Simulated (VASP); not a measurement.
# Hf (P6_3/mmc) in VASP: notebook, part 2 of 2

VASP 6.6.1.

### 3 Single point, LDA

This run uses another cell than the first one, of 21.49 Å³/atom, 1.021 times its volume.

The input, INCAR:

```
ALGO = Normal
EDIFF = 1E-7
ENCUT = 520
ISIF = 2
ISMEAR = 1
LASPH = T
LCHARG = F
LREAL = F
LWAVE = F
NBANDS = 17
NELM = 80
PREC = Accurate
SIGMA = 0.1
```

The input, KPOINTS:

```
k-points
0
Gamma
  8 8 5
```

The input, POSCAR:

```
Hf
1.0
    3.1534960552      0.0000000000      0.0000000000
   -1.5767480276      2.7310072918      0.0000000000
    0.0000000000      0.0000000000      4.9894429718
Hf
2
Direct
    0.3333333333      0.6666666667      0.2500000000
    0.6666666667      0.3333333333      0.7500000000
```

Potentials or basis: VASP PAW LDA potentials, release 64 (Hf_pv).

Run with:

```sh
$ cat potpaw_LDA.64/Hf_pv/POTCAR > POTCAR
$ mpirun -np 1 vasp_std > vasp.out
```

OUTCAR:

```text
EDIFF = 1E-7
   ENCUT = 520
   ISIF = 2
   ISMEAR = 1
   LASPH = T
   LREAL = F
   NELM = 80
   PREC = Accurate

 ion  position               nearest neighbor table
   1  0.333  0.667  0.250-   2 3.09   2 3.09   2 3.09   2 3.09   2 3.09   2 3.09
   2  0.667  0.333  0.750-   1 3.09   1 3.09   1 3.09   1 3.09   1 3.09   1 3.09

  LATTYP: Found a hexagonal cell.
 ALAT       =     3.1534960552
 C/A-ratio  =     1.5821941377

  Lattice vectors:

 A1 = (   3.1534960552,   0.0000000000,   0.0000000000)
 A2 = (  -1.5767480276,   2.7310072918,   0.0000000000)
 A3 = (   0.0000000000,   0.0000000000,   4.9894429718)

Analysis of symmetry for initial positions (statically):
=====================================================================
 Subroutine PRICEL returns:
 Original cell was already a primitive cell.

 Routine SETGRP: Setting up the symmetry group for a
 hexagonal supercell.

 Subroutine GETGRP returns: Found 24 space group operations
 (whereof 12 operations were pure point group operations)
 out of a pool of 24 trial point group operations.

The static configuration has the point symmetry D_3d.
 The point group associated with its full space group is D_6h.

Analysis of symmetry for dynamics (positions and initial velocities):
=====================================================================
 Subroutine PRICEL returns:
 Original cell was already a primitive cell.

 Routine SETGRP: Setting up the symmetry group for a
 hexagonal supercell.

 Subroutine GETGRP returns: Found 24 space group operations
 (whereof 12 operations were pure point group operations)
 out of a pool of 24 trial point group operations.

The dynamic configuration has the point symmetry D_3d.
 The point group associated with its full space group is D_6h.

 Subroutine INISYM returns: Found 24 space group operations
 (whereof 12 operations are pure point group operations),
 and found     1 'primitive' translations

----------------------------------------------------------------------------------------

                                     Primitive cell

  volume of cell :      42.9702

  direct lattice vectors                    reciprocal lattice vectors
     3.153496055  0.000000000  0.000000000     0.317108372  0.183082631  0.000000000
    -1.576748028  2.731007292  0.000000000     0.000000000  0.366165262  0.000000000
     0.000000000  0.000000000  4.989442972     0.000000000  0.000000000  0.200423175

  length of vectors
     3.153496055  3.153495706  4.989442972     0.366165221  0.366165262  0.200423175

  position of ions in fractional coordinates (direct lattice)
     0.333333333  0.666666667  0.250000000
     0.666666667  0.333333333  0.750000000

  ion indices of the primitive-cell ions
   primitive index   ion index
                 1           1
                 2           2

----------------------------------------------------------------------------------------

 KPOINTS: k-points

Automatic generation of k-mesh.
 Grid dimensions read from file:
 generate k-points for:    8    8    5

 Generating k-lattice:

  Cartesian coordinates                     Fractional coordinates (reciprocal lattice)
     0.039638546  0.022885329  0.000000000     0.125000000  0.000000000  0.000000000
     0.000000000  0.045770658  0.000000000     0.000000000  0.125000000  0.000000000
     0.000000000  0.000000000  0.040084635     0.000000000  0.000000000  0.200000000

  Length of vectors
     0.045770653  0.045770658  0.040084635

  Shift w.r.t. Gamma in fractional coordinates (k-lattice)
     0.000000000  0.000000000  0.000000000

 Subroutine IBZKPT returns following result:
 ===========================================

 Found     30 irreducible k-points:

 Following reciprocal coordinates:
            Coordinates               Weight
  0.000000  0.000000  0.000000      1.000000
  0.125000  0.000000  0.000000      6.000000
  0.250000  0.000000  0.000000      6.000000
  0.375000  0.000000  0.000000      6.000000
  0.500000  0.000000  0.000000      3.000000
  0.125000  0.125000  0.000000      6.000000
[... 16 lines left out ...]
  0.250000  0.000000  0.400000     12.000000
  0.375000  0.000000  0.400000     12.000000
 [... further k-points ...]
   k-points           NKPTS =     30   k-points in BZ     NKDIM =     30   number of bands    NBANDS=     17
   number of dos      NEDOS =    301   number of ions     NIONS =      2
   total plane-waves  NPLWV =  23040
   dimension x,y,z NGX =    24 NGY =   24 NGZ =   40
   dimension x,y,z NGXF=    48 NGYF=   48 NGZF=   80
   ions per type =               2
   NGX,Y,Z   is equivalent  to a cutoff of  12.65, 12.65, 13.33 a.u.
   NGXF,Y,Z  is equivalent  to a cutoff of  25.30, 25.30, 26.66 a.u.
 SYSTEM =  unknown system
   PREC   = accura    normal or accurate (medium, high low for compatibility)
   ISTART =      0    job   : 0-new  1-cont  2-samecut
   ICHARG =      2    charge: 1-file 2-atom 10-const
   ISPIN  =      1    spin polarized calculation?
   LNONCOLLINEAR =      F non collinear calculations
   LSORBIT =      F    spin-orbit coupling
   LASPH  =      T    aspherical Exc in radial PAW
   ENCUT  =  520.0 eV  38.22 Ry    6.18 a.u.   5.86  5.86  9.28*2*pi/ulx,y,z
   NELM   =     80;   NELMIN=  2; NELMDL= -5     # of ELM steps
   EDIFF  = 0.1E-06   stopping-criterion for ELM
   LREAL  =      F    real-space projection
   EDIFFG = 0.1E-05   stopping-criterion for IOM
   NSW    =      0    number of steps for IOM
   IBRION =     -1    ionic relax: 0-MD 1-quasi-New 2-CG
   NFREE  =      0    steps in history (QN), initial steepest desc. (CG)
   ISIF   =      2    stress and relaxation
   ISYM   =      2    0-nonsym 1-usesym 2-fastsym
   POTIM  = 0.5000    time-step for ionic-motion
   TEBEG  =    0.0;   TEEND  =   0.0 temperature during run
   PSTRESS=    0.0 pullay stress
   NELECT =      20.0000    total number of electrons
   NUPDOWN=      -1.0000    fix difference up-down
   EMIN   =  10.00;   EMAX   =-10.00  energy-range for DOS
   EFERMI =   0.00;   METHOD = LEGACY
   ISMEAR =     1;   SIGMA  =   0.10  broadening in eV -4-tet -1-fermi 0-gaus
   EFERMI_NEDOS =   21; number of points for ismear=-14 and -15
   IALGO  =     38    algorithm
   IMIX   =      4    mixing-type and parameters
     AMIX     =   0.40;   BMIX     =  1.00
     AMIX_MAG =   1.60;   BMIX_MAG =  1.00
  volume/ion in A,a.u.               =      21.49       144.99
  Fermi-wavevector in a.u.,A,eV,Ry     =   1.268710  2.397515 21.900285  1.609626
  Thomas-Fermi vector in A             =   2.401790
   LORBIT       =      0    0 simple, 1 ext, 2 COOP (PROOUT), +10 PAW based schemes
   GGA     = CA    functional components
   LHFCALC =     F    Hartree Fock is set to
   AEXX    =    0.0000 exact exchange contribution
   IVDW    =     0    specifies the selected vdW correction
   LEPSILON=     F    determine dielectric tensor
   LRPA    =     F    only Hartree local field effects (RPA)
 non-spin polarized calculation
 Methfessel and Paxton  Order N= 1 SIGMA  =   0.10
  energy-cutoff  :      520.00
  volume of cell :       42.97
 maximum number of plane-waves:      1170
 NGX is ok and might be reduce to    24
   NGX = 11   NGY = 11   NGZ = 19

 number of electron      19.9999996 magnetization

 Free energy of the ion-electron system (eV)
  ---------------------------------------------------
  ext. energy  EPLUGINS =         0.00000000
  ---------------------------------------------------
  free energy    TOTEN  =       -21.37593191 eV

  energy without entropy =      -21.37582201  energy(sigma->0) =      -21.37589527

 E-fermi :   5.1670     XC(G=0): -11.6566

 val. band max:        5.0849737399   @ k =   0.3750   0.2500   0.4000
 cond. band min:       5.2007759146   @ k =   0.1250   0.0000   0.4000
 fundamental gap:      0.1158021747
 Fermi energy:         5.1670200897

 k-point     1 :       0.0000    0.0000    0.0000
  band No.  band energies     occupation
      1     -25.8468      2.00000
      2     -24.9754      2.00000
      3     -24.9754      2.00000
      4     -24.8339      2.00000
      5     -24.8270      2.00000
      6     -24.8270      2.00000
[... 9 lines left out ...]
     16       7.6987      0.00000
     17      10.5371      0.00000
[... 441 lines left out ...]
 k-point    24 :       0.3750    0.0000    0.4000
  band No.  band energies     occupation
      1     -25.6764      2.00000
      2     -25.6013      2.00000
      3     -25.1503      2.00000
      4     -25.0715      2.00000
      5     -25.0303      2.00000
      6     -24.9979      2.00000
[... 9 lines left out ...]
     16      10.4799      0.00000
     17      10.9441      0.00000

 [... further k-points ...]

------------------------ aborting loop because EDIFF is reached ----------------------------------------

  FORCE on cell =-STRESS in cart. coord.  units (eV):
  Direction    XX          YY          ZZ          XY          YZ          ZX
  --------------------------------------------------------------------------------------
  -------------------------------------------------------------------------------------
  Total       -0.8850316     -0.8850314     -0.8122146      0.0000000      0.0000000     -0.0000000
  in kB      -32.9991043    -32.9990946    -30.2840647      0.0000000      0.0000000     -0.0000000
  external PRESSURE =     -32.0940879 kB  Pullay stress =       0.0000000 kB

 VOLUME and BASIS-vectors are now :
 -----------------------------------------------------------------------------
  energy-cutoff  :      520.00
  volume of cell :       42.97
      direct lattice vectors                 reciprocal lattice vectors
     3.153496055  0.000000000  0.000000000     0.317108372  0.183082631  0.000000000
    -1.576748028  2.731007292  0.000000000     0.000000000  0.366165262  0.000000000
     0.000000000  0.000000000  4.989442972     0.000000000  0.000000000  0.200423175

 POSITION                                       TOTAL-FORCE (eV/Angst)
 -----------------------------------------------------------------------------------
     -0.00000      1.82067      1.24736        -0.000000      0.000000      0.000000
      1.57675      0.91034      3.74208         0.000000     -0.000000      0.000000
 -----------------------------------------------------------------------------------
    total drift:                               -0.000000      0.000000     -0.000000

  FREE ENERGIE OF THE ION-ELECTRON SYSTEM (eV)
  ---------------------------------------------------
  free  energy   TOTEN  =       -21.3759319053 eV

  energy  without entropy=      -21.3758220109  energy(sigma->0) =      -21.37589527
```

stdout:

```text
POSCAR found type information on POSCAR Hf
 POSCAR found :  1 types and       2 ions
 scaLAPACK will be used
 LDA part: xc-table for (Slater(with rela. corr.)+CA(PZ))
 , standard interpolation
 POSCAR, INCAR and KPOINTS ok, starting setup
 FFT: planning ... GRIDC
 FFT: planning ... GRID_SOFT
 FFT: planning ... GRID
 WAVECAR not read
 entering main loop
```

Run time: 6.3 s. Hardware: 1 thread of Intel Xeon 6975P-C (Granite Rapids), shared host; peak memory 0.14 GiB.

What came out:

```
Free energy            : -21.3759 eV
Pressure               : -3.2 GPa
Band gap on the k mesh : zero (band 10 reaches 6.20 eV, above the bottom of band 11 at 4.78 eV)
```

Stress tensor (GPa, compression positive):
```
-3.30  0.00  0.00
 0.00 -3.30  0.00
 0.00  0.00 -3.03
```

Levels at points of the mesh, in eV from the Fermi level:
```csv
k point,band 7,band 8,band 9,band 10,band 11,band 12,band 13,band 14
"(0.00, 0.00, 0.00)",-7.54,-3.92,0.86,1.03,1.03,1.32,1.89,1.89
"(0.50, 0.00, 0.00)",-3.48,-2.99,-2.45,-0.72,0.61,0.83,1.64,5.98
```

Caveat: spin-orbit coupling is left out, which moves the levels of the heavy elements.

### 4 Single point, LDA

This run uses another cell than the first one, of 21.93 Å³/atom, 1.043 times its volume.

The input, INCAR:

```
  PREC = Accurate
  ENCUT = 520
  EDIFF = 1E-7
  ISMEAR = 1
  SIGMA = 0.1
  LREAL = False
  LASPH = True
  NELM = 80
  ALGO = Normal
  ISIF = 2
  LWAVE = False
  LCHARG = False
  GGA = CA
  NBANDS = 17
```

The input, KPOINTS:

```
regular mesh
0
Gamma
  8 8 5
```

The input, POSCAR:

```
Hf
1.0
    3.1752449911      0.0000000000      0.0000000000
   -1.5876224956      2.7498424200      0.0000000000
    0.0000000000      0.0000000000      5.0238540107
Hf
2
Direct
    0.3333333333      0.6666666667      0.2500000000
    0.6666666667      0.3333333333      0.7500000000
```

Run with:

```sh
$ cat potpaw_LDA.64/Hf_pv/POTCAR > POTCAR
$ mpirun -np 1 vasp_std > vasp.out
```

Run time: 6 s. Hardware: 1 thread of Intel Xeon 6975P-C (Granite Rapids), shared host; peak memory 0.15 GiB.

The run converged. Its results:

```
Free energy            : -21.3518 eV
Pressure               : -5.4 GPa
Band gap on the k mesh : zero (band 10 reaches 6.05 eV, above the bottom of band 11 at 4.65 eV)
```

Levels at points of the mesh, in eV from the Fermi level:
```
           k point  band 6  band 7  band 8  band 9  band 10  band 11  band 12  band 13  band 14  band 15
(0.00, 0.00, 0.00)  -30.07   -7.47   -3.85    0.77     1.02     1.02     1.30     1.86     1.86     2.48
(0.50, 0.00, 0.00)  -30.17   -3.45   -2.92   -2.39    -0.76     0.61     0.79     1.59     5.84     6.36
```

Caveat: spin-orbit coupling is left out, which moves the levels of the heavy elements.

### 5 Summary

| cell | gap on the mesh (eV) | pressure (GPa) |
| --- | --- | --- |
| a = 3.131, b = 3.131, c = 4.955 Å, angles 90.0, 90.0, 120.0°, 2 atoms | none | -0.8 |
| a = 3.153, b = 3.153, c = 4.989 Å, angles 90.0, 90.0, 120.0°, 2 atoms | none | -3.2 |
| a = 3.175, b = 3.175, c = 5.024 Å, angles 90.0, 90.0, 120.0°, 2 atoms | none | -5.4 |

Alike in all rows: task single point; level LDA; potentials or basis VASP PAW LDA potentials, release 64 (Hf_pv); no spin polarisation; k mesh 8 × 8 × 5; cutoff (eV) 520; smearing methfessel-paxton 0.1 eV.

Caveats: spin-orbit coupling is left out, which moves the levels of the heavy elements.

Absolute energies hang on the potentials; compare differences alone.
